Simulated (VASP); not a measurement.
Runs of VASP 6.6.1 on NiGe. The structure is that of space group Pm-3m (No. 221), or close to it. The cells are those of the table. 

```tsv
task	cell	k mesh	cutoff (eV)	gap on the mesh (eV)	pressure (GPa)	relaxed volume (Å³/atom)
single point	a = 2.977 Å, 2 atoms	18 × 18 × 18	520	none	0.2	-
single point	a = 2.959, b = 2.959, c = 2.993 Å, 2 atoms	6 × 6 × 6	520	none	0.1	-
relaxation of cell and atoms	relaxed from a = 2.970 Å, 2 atoms	18 × 18 × 18	600	none	0.1	(a)
relaxation of cell and atoms	relaxed from a = 2.969, b = 2.969, c = 2.974 Å, angles 90.0, 90.0, 90.7°, 2 atoms	18 × 18 × 18	600	none	0.1	13.22
```

Alike in all rows: level PBE; potentials or basis VASP PAW PBE potentials, release 64 (Ni, Ge_d); no spin polarisation; smearing gaussian 0.1 eV.

Fill in the values left out.

(a) 13.21.

A k mesh can miss the band edges, and the runs leave out spin-orbit coupling on Ge.

A gap of «none» marks levels without a gap at the run's occupations.
